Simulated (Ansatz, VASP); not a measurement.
# Sb: VASP beside Ansatz

Contents of INCAR:

```
SYSTEM = Sb
PREC = Accurate ; ENCUT = 520
EDIFF = 1E-7 ; ISMEAR = -1
SIGMA = 0.1 ; LREAL = .False.
LASPH = .True. ; NELM = 80
ALGO = Normal ; ISIF = 2
LWAVE = .False. ; LCHARG = .False.
GGA = RE ; NBANDS = 14
```

Contents of KPOINTS:

```
regular mesh
0
Gamma
  8 8 11
  0 0 0
```

POSCAR

```
Sb
1.0
    5.6071939249      0.0000000000      0.0000000000
   -2.8035969624      4.8559723830      0.0000000000
    0.0000000000      0.0000000000      3.3432742229
Sb
3
Direct
    0.0000000000      1.0000000000      0.0000000000
    0.3333333333      0.6666666667      0.5000000000
    0.6666666667      0.3333333333      0.5000000000
```

Input for Ansatz:

```yaml
crystal:
  lattice:
    - [5.6071939249, 0.0, 0.0]
    - [-2.8035969624, 4.855972383, 0.0]
    - [0.0, 0.0, 3.3432742229]
  atoms:
    - { symbol: Sb, position: [0.0, 1.0, 0.0] }
    - { symbol: Sb, position: [0.3333333333, 0.6666666667, 0.5] }
    - { symbol: Sb, position: [0.6666666667, 0.3333333333, 0.5] }
hamiltonian:
  xc: revpbe
  pseudopotentials:
    kind: paw
    azcp:
      Sb: "pseudopotentials/Sb.paw.azcp"
basis:
  ecutwfc: 420
  fft_grid_basis: typed
kpoints:
  mp_grid: { grid: [8, 8, 11], shift: [0, 0, 0] }
magnetization:
  spin_polarized: false
scf:
  occupations: { method: fermi_dirac, width: 0.1 }
  lower_state_search: "off"
output:
  stress: true
```

Alike in both runs: task single point; functional revPBE; k mesh 8 × 8 × 11; occupations fermi-dirac, width 0.1 eV; no spin polarisation.

|  | VASP | Ansatz |
| --- | --- | --- |
| version | VASP 6.6.1 | Ansatz 0.2.0 |
| potentials or method | VASP PAW PBE potentials, release 64 (Sb), cutoff 520 eV | plane waves (420 eV) with PAW, scalar-relativistic |
| valence electrons in the cell | 15 | 45 |

Ansatz gave:

```
pressure (GPa)                                                : -3.7
traceless stress, the component that is largest in VASP (GPa) : -0.74
```

Task: Estimate VASP's values.

Result: Pressure (GPa): -3.9; traceless stress, the component that is largest in VASP (GPa): -0.74.

VASP's potentials were made for PBE, not for revPBE. The functional is the same, so the differences come from potentials, cutoffs and numerics. VASP's potentials hold 15 valence electrons a cell and Ansatz's 45, so a difference there can come from the potentials and not from the codes.

Spin-orbit coupling is off throughout.
